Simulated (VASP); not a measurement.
# Bi in VASP: notebook

Runs on Bi. Level: PBE. Tasks: single point.

Everything below comes from runs of VASP 6.6.1. Logs are shortened: lines on timing, memory, paths and dates and some standing lists are left out, and cuts for length are marked.

## 1. The cell of the first run

The cell holds a slab with vacuum, 2 atoms: a = 4.419 Å, b = 4.419 Å, c = 28.000 Å, α = 90.00°, β = 90.00°, γ = 120.00°.

## 2. Single point, PBE

INCAR reads:

```
SYSTEM = Bi
  ALGO = Normal
  DIPOL = 0.5 0.5 0.500
  EDIFF = 1E-7
  ENCUT = 520
  GGA = PE
  IDIPOL = 3
  ISIF = 2
  ISMEAR = 0
  LASPH = .TRUE.
  LCHARG = .FALSE.
  LDIPOL = .TRUE.
  LREAL = .FALSE.
  LWAVE = .FALSE.
  NBANDS = 22
  NELM = 100
  PREC = Accurate
  SIGMA = 0.02
```

KPOINTS reads:

```
k-points
0
G
  9 9 1
  0 0 0
```

POSCAR reads:

```
Bi
1.0
    4.4190000000      0.0000000000      0.0000000000
   -2.2095000000      3.8269662593      0.0000000000
    0.0000000000      0.0000000000     28.0000000000
Bi
2
Direct
    0.3333333333      0.6666666667      0.5462142857
    0.6666666667      0.3333333333      0.4537857143
```

Potentials or basis: VASP PAW PBE potentials, release 64 (Bi_d).

Command:

```
$ cat potpaw_PBE.64/Bi_d/POTCAR > POTCAR
$ mpirun -np 1 vasp_std > vasp.out
```

OUTCAR:

```text
SYSTEM = Bi
   EDIFF = 1E-7
   ENCUT = 520
   GGA = PE
   ISIF = 2
   ISMEAR = 0
   LASPH = .TRUE.
   LREAL = .FALSE.
   NELM = 100
   PREC = Accurate

 ion  position               nearest neighbor table
   1  0.333  0.667  0.546-   2 3.63   2 3.63   2 3.63
   2  0.667  0.333  0.454-   1 3.63   1 3.63   1 3.63

  LATTYP: Found a hexagonal cell.
 ALAT       =     4.4190000000
 C/A-ratio  =     6.3362751754

  Lattice vectors:

 A1 = (   4.4190000000,   0.0000000000,   0.0000000000)
 A2 = (  -2.2095000000,   3.8269662593,   0.0000000000)
 A3 = (   0.0000000000,   0.0000000000,  28.0000000000)

Analysis of symmetry for initial positions (statically):
=====================================================================
 Subroutine PRICEL returns:
 Original cell was already a primitive cell.

 Routine SETGRP: Setting up the symmetry group for a
 hexagonal supercell.

 Subroutine GETGRP returns: Found 12 space group operations
 (whereof 12 operations were pure point group operations)
 out of a pool of 24 trial point group operations.

The static configuration has the point symmetry D_3d.

Analysis of symmetry for dynamics (positions and initial velocities):
=====================================================================
 Subroutine PRICEL returns:
 Original cell was already a primitive cell.

 Routine SETGRP: Setting up the symmetry group for a
 hexagonal supercell.

 Subroutine GETGRP returns: Found 12 space group operations
 (whereof 12 operations were pure point group operations)
 out of a pool of 24 trial point group operations.

The dynamic configuration has the point symmetry D_3d.

 Subroutine INISYM returns: Found 12 space group operations
 (whereof 12 operations are pure point group operations),
 and found     1 'primitive' translations

----------------------------------------------------------------------------------------

                                     Primitive cell

  volume of cell :     473.5182

  direct lattice vectors                    reciprocal lattice vectors
     4.419000000  0.000000000  0.000000000     0.226295542  0.130651792  0.000000000
    -2.209500000  3.826966259  0.000000000     0.000000000  0.261303584  0.000000000
     0.000000000  0.000000000 28.000000000     0.000000000  0.000000000  0.035714286

  length of vectors
     4.419000000  4.419000000 28.000000000     0.261303584  0.261303584  0.035714286

  position of ions in fractional coordinates (direct lattice)
     0.333333333  0.666666667  0.546214286
     0.666666667  0.333333333  0.453785714

  ion indices of the primitive-cell ions
   primitive index   ion index
                 1           1
                 2           2

----------------------------------------------------------------------------------------

 KPOINTS: k-points

Automatic generation of k-mesh.
 Grid dimensions read from file:
 generate k-points for:    9    9    1

 Generating k-lattice:

  Cartesian coordinates                     Fractional coordinates (reciprocal lattice)
     0.025143949  0.014516866  0.000000000     0.111111111  0.000000000  0.000000000
     0.000000000  0.029033732  0.000000000     0.000000000  0.111111111  0.000000000
     0.000000000  0.000000000  0.035714286     0.000000000  0.000000000  1.000000000

  Length of vectors
     0.029033732  0.029033732  0.035714286

  Shift w.r.t. Gamma in fractional coordinates (k-lattice)
     0.000000000  0.000000000  0.000000000

 Subroutine IBZKPT returns following result:
 ===========================================

 Found     12 irreducible k-points:

 Following reciprocal coordinates:
            Coordinates               Weight
  0.000000  0.000000  0.000000      1.000000
  0.111111  0.000000  0.000000      6.000000
  0.222222  0.000000  0.000000      6.000000
  0.333333  0.000000  0.000000      6.000000
  0.444444  0.000000  0.000000      6.000000
  0.111111  0.111111  0.000000      6.000000
  0.222222  0.111111  0.000000     12.000000
  0.333333  0.111111  0.000000     12.000000
  0.444444  0.111111  0.000000      6.000000
  0.222222  0.222222  0.000000      6.000000
  0.333333  0.222222  0.000000     12.000000
  0.333333  0.333333  0.000000      2.000000
   k-points           NKPTS =     12   k-points in BZ     NKDIM =     12   number of bands    NBANDS=     22
   number of dos      NEDOS =    301   number of ions     NIONS =      2
   total plane-waves  NPLWV = 272160
   dimension x,y,z NGX =    36 NGY =   36 NGZ =  210
   dimension x,y,z NGXF=    72 NGYF=   72 NGZF=  420
   ions per type =               2
   NGX,Y,Z   is equivalent  to a cutoff of  13.54, 13.54, 12.47 a.u.
   NGXF,Y,Z  is equivalent  to a cutoff of  27.09, 27.09, 24.94 a.u.
 SYSTEM =  Bi
   PREC   = accura    normal or accurate (medium, high low for compatibility)
   ISTART =      0    job   : 0-new  1-cont  2-samecut
   ICHARG =      2    charge: 1-file 2-atom 10-const
   ISPIN  =      1    spin polarized calculation?
   LNONCOLLINEAR =      F non collinear calculations
   LSORBIT =      F    spin-orbit coupling
   LASPH  =      T    aspherical Exc in radial PAW
   ENCUT  =  520.0 eV  38.22 Ry    6.18 a.u.   8.22  8.22 52.06*2*pi/ulx,y,z
   NELM   =    100;   NELMIN=  2; NELMDL= -5     # of ELM steps
   EDIFF  = 0.1E-06   stopping-criterion for ELM
   LREAL  =      F    real-space projection
   EDIFFG = 0.1E-05   stopping-criterion for IOM
   NSW    =      0    number of steps for IOM
   IBRION =     -1    ionic relax: 0-MD 1-quasi-New 2-CG
   NFREE  =      0    steps in history (QN), initial steepest desc. (CG)
   ISIF   =      2    stress and relaxation
   ISYM   =      2    0-nonsym 1-usesym 2-fastsym
   POTIM  = 0.5000    time-step for ionic-motion
   TEBEG  =    0.0;   TEEND  =   0.0 temperature during run
   PSTRESS=    0.0 pullay stress
   NELECT =      30.0000    total number of electrons
   NUPDOWN=      -1.0000    fix difference up-down
   EMIN   =  10.00;   EMAX   =-10.00  energy-range for DOS
   EFERMI =   0.00;   METHOD = LEGACY
   ISMEAR =     0;   SIGMA  =   0.02  broadening in eV -4-tet -1-fermi 0-gaus
   EFERMI_NEDOS =   21; number of points for ismear=-14 and -15
   IALGO  =     38    algorithm
   IMIX   =      4    mixing-type and parameters
     AMIX     =   0.40;   BMIX     =  1.00
     AMIX_MAG =   1.60;   BMIX_MAG =  1.00
  volume/ion in A,a.u.               =     236.76      1597.73
  Fermi-wavevector in a.u.,A,eV,Ry     =   0.652634  1.233299  5.795145  0.425931
  Thomas-Fermi vector in A             =   1.722617
   LORBIT       =      0    0 simple, 1 ext, 2 COOP (PROOUT), +10 PAW based schemes
   GGA     = PE    functional components
   LHFCALC =     F    Hartree Fock is set to
   AEXX    =    0.0000 exact exchange contribution
   IVDW    =     0    specifies the selected vdW correction
   LEPSILON=     F    determine dielectric tensor
   LRPA    =     F    only Hartree local field effects (RPA)
 non-spin polarized calculation
 Gauss-broadening in eV      SIGMA  =   0.02
  energy-cutoff  :      520.00
  volume of cell :      473.52
 maximum number of plane-waves:     12790
 NGX is ok and might be reduce to    36
   NGX = 17   NGY = 17   NGZ =105

 number of electron      29.9999995 magnetization

 dipolmoment           0.000000      0.000000     -0.000000 electrons x Angstroem

 Free energy of the ion-electron system (eV)
  ---------------------------------------------------
  ext. energy  EPLUGINS =         0.00000000
  ---------------------------------------------------
  free energy    TOTEN  =        -5.87384878 eV

  energy without entropy =       -5.87217450  energy(sigma->0) =       -5.87301164

 E-fermi :  -2.2085     XC(G=0):  -2.1306

 val. band max:       -2.4269474802   @ k =   0.3333   0.0000   0.0000
 cond. band min:      -2.2084527941   @ k =   0.3333   0.2222   0.0000
 fundamental gap:      0.2184946861
 Fermi energy:        -2.2084587204

 k-point     1 :       0.0000    0.0000    0.0000
  band No.  band energies     occupation
      1     -25.2927      2.00000
      2     -25.2927      2.00000
      3     -25.2800      2.00000
      4     -25.2726      2.00000
      5     -25.2726      2.00000
      6     -25.2596      2.00000
[... 14 lines left out ...]
     21       1.6106      0.00000
     22       2.1214      0.00000

 k-point     2 :       0.1111    0.0000    0.0000
  band No.  band energies     occupation
      1     -25.2932      2.00000
      2     -25.2927      2.00000
      3     -25.2775      2.00000
      4     -25.2724      2.00000
      5     -25.2710      2.00000
      6     -25.2601      2.00000
[... 14 lines left out ...]
     21       1.7683      0.00000
     22       2.2498      0.00000

 k-point     3 :       0.2222    0.0000    0.0000
  band No.  band energies     occupation
      1     -25.2930      2.00000
      2     -25.2926      2.00000
      3     -25.2759      2.00000
      4     -25.2681      2.00000
      5     -25.2668      2.00000
      6     -25.2620      2.00000
[... 14 lines left out ...]
     21       2.1583      0.00000
     22       2.5227      0.00000

 k-point     4 :       0.3333    0.0000    0.0000
  band No.  band energies     occupation
      1     -25.2929      2.00000
      2     -25.2912      2.00000
      3     -25.2767      2.00000
      4     -25.2664      2.00000
      5     -25.2611      2.00000
      6     -25.2592      2.00000
[... 14 lines left out ...]
     21       2.5829      0.00000
     22       2.8149      0.00000

 k-point     5 :       0.4444    0.0000    0.0000
  band No.  band energies     occupation
      1     -25.2931      2.00000
      2     -25.2888      2.00000
      3     -25.2771      2.00000
      4     -25.2701      2.00000
      5     -25.2559      2.00000
      6     -25.2542      2.00000
[... 117 lines left out ...]
 k-point    10 :       0.2222    0.2222    0.0000
  band No.  band energies     occupation
      1     -25.2947      2.00000
      2     -25.2881      2.00000
      3     -25.2714      2.00000
      4     -25.2679      2.00000
      5     -25.2666      2.00000
      6     -25.2531      2.00000
[... 14 lines left out ...]
     21       3.1517      0.00000
     22       3.4009      0.00000

 k-point    11 :       0.3333    0.2222    0.0000
  band No.  band energies     occupation
      1     -25.2957      2.00000
      2     -25.2841      2.00000
      3     -25.2737      2.00000
      4     -25.2689      2.00000
      5     -25.2618      2.00000
      6     -25.2561      2.00000
[... 14 lines left out ...]
     21       3.6844      0.00000
     22       3.7996      0.00000

 k-point    12 :       0.3333    0.3333    0.0000
  band No.  band energies     occupation
      1     -25.2965      2.00000
      2     -25.2786      2.00000
      3     -25.2786      2.00000
      4     -25.2635      2.00000
      5     -25.2615      2.00000
      6     -25.2615      2.00000
[... 14 lines left out ...]
     21       3.6196      0.00000
     22       3.9873      0.00000

------------------------ aborting loop because EDIFF is reached ----------------------------------------

 vacuum level on the upper side and lower side of the slab       (xc-potential included)        -0.006        -0.006

  FORCE on cell =-STRESS in cart. coord.  units (eV):
  Direction    XX          YY          ZZ          XY          YZ          ZX
  --------------------------------------------------------------------------------------
  -------------------------------------------------------------------------------------
  Total       -3.8400368     -3.8400368     -5.8626281      0.0000000      0.0000000      0.0000000
  in kB      -12.9929960    -12.9929960    -19.8365556      0.0000000      0.0000000      0.0000000
  external PRESSURE =     -15.2741826 kB  Pullay stress =       0.0000000 kB

 VOLUME and BASIS-vectors are now :
 -----------------------------------------------------------------------------
  energy-cutoff  :      520.00
  volume of cell :      473.52
      direct lattice vectors                 reciprocal lattice vectors
     4.419000000  0.000000000  0.000000000     0.226295542  0.130651792  0.000000000
    -2.209500000  3.826966259  0.000000000     0.000000000  0.261303584  0.000000000
     0.000000000  0.000000000 28.000000000     0.000000000  0.000000000  0.035714286

 POSITION                                       TOTAL-FORCE (eV/Angst)
 -----------------------------------------------------------------------------------
     -0.00000      2.55131     15.29400         0.000000     -0.000000     -2.253596
      2.20950      1.27566     12.70600        -0.000000      0.000000      2.253596
 -----------------------------------------------------------------------------------
    total drift:                                0.000000      0.000000      0.000000

  FREE ENERGIE OF THE ION-ELECTRON SYSTEM (eV)
  ---------------------------------------------------
  free  energy   TOTEN  =        -5.8738487774 eV

  energy  without entropy=       -5.8721745020  energy(sigma->0) =       -5.87301164

 vacuum level on the upper side and lower side of the slab         1.511         1.511
```

It took 3.2 min on 1 thread of Intel Xeon Platinum 8488C (Sapphire Rapids), shared host; peak memory 0.6 GiB.

What came out:

```yaml
Free_energy: -5.8738 eV
Largest_force: 2.254 eV/Å
Band_gap_on_the_k_mesh: zero (bands 15 and 16 overlap by 0.90 eV)
```

Forces on the atoms (eV/Å):
```
Bi   0.000  0.000 -2.254
Bi   0.000  0.000  2.254
```

Levels at points of the mesh, in eV from the Fermi level:
```
           k point  band 11  band 12  band 13  band 14  band 15  band 16  band 17  band 18  band 19  band 20
(0.00, 0.00, 0.00)   -11.39   -10.08    -1.98     0.42     0.62     0.62     1.66     1.66     3.09     3.51
```

Caveat: spin-orbit coupling is left out, which moves the levels of the heavy elements.

## 3. Single point, PBE

This run uses another cell than the first one.

INCAR reads:

```
SYSTEM = Bi
ALGO = Normal
DIPOL = 0.5 0.5 0.500
EDIFF = 1E-6
ENCUT = 520
GGA = PE
IDIPOL = 3
ISIF = 2
ISMEAR = 0
LASPH = .TRUE.
LCHARG = .FALSE.
LDIPOL = .TRUE.
LREAL = .FALSE.
LWAVE = .FALSE.
NBANDS = 22
NELM = 60
PREC = Accurate
SIGMA = 0.02
```

KPOINTS is that of step 2.

POSCAR reads:

```
Bi
1.0
    4.4890000000      0.0000000000      0.0000000000
   -2.2445000000      3.8875880376      0.0000000000
    0.0000000000      0.0000000000     28.0000000000
Bi
2
Direct
    0.3333333333      0.6666666667      0.5264107143
    0.6666666667      0.3333333333      0.4735892857
```

Potentials or basis: VASP PAW PBE potentials, release 64 (Bi_d).

Command:

```
$ cat potpaw_PBE.64/Bi_d/POTCAR > POTCAR
$ mpirun -np 1 vasp_std > vasp.out
```

It took 2.7 min on 1 thread of Intel Xeon Platinum 8488C (Sapphire Rapids), shared host; peak memory 0.58 GiB.

It converged, with:

```yaml
Free_energy: -7.3842 eV
Largest_force: 1.350 eV/Å
Band_gap_on_the_k_mesh: zero (filled and empty bands touch)
```

Forces on the atoms (eV/Å):
```
Bi   0.000  0.000  1.350
Bi   0.000  0.000 -1.350
```

Levels at points of the mesh, in eV from the Fermi level:
```
           k point  band 12  band 13  band 14  band 15  band 16  band 17  band 18  band 19
(0.00, 0.00, 0.00)    -7.94    -0.54    -0.54     0.00     0.00     2.44     2.44     4.07
```

Caveat: spin-orbit coupling is left out, which moves the levels of the heavy elements.

The gap in the log of VASP goes by the Fermi energy; the results here count the filled bands.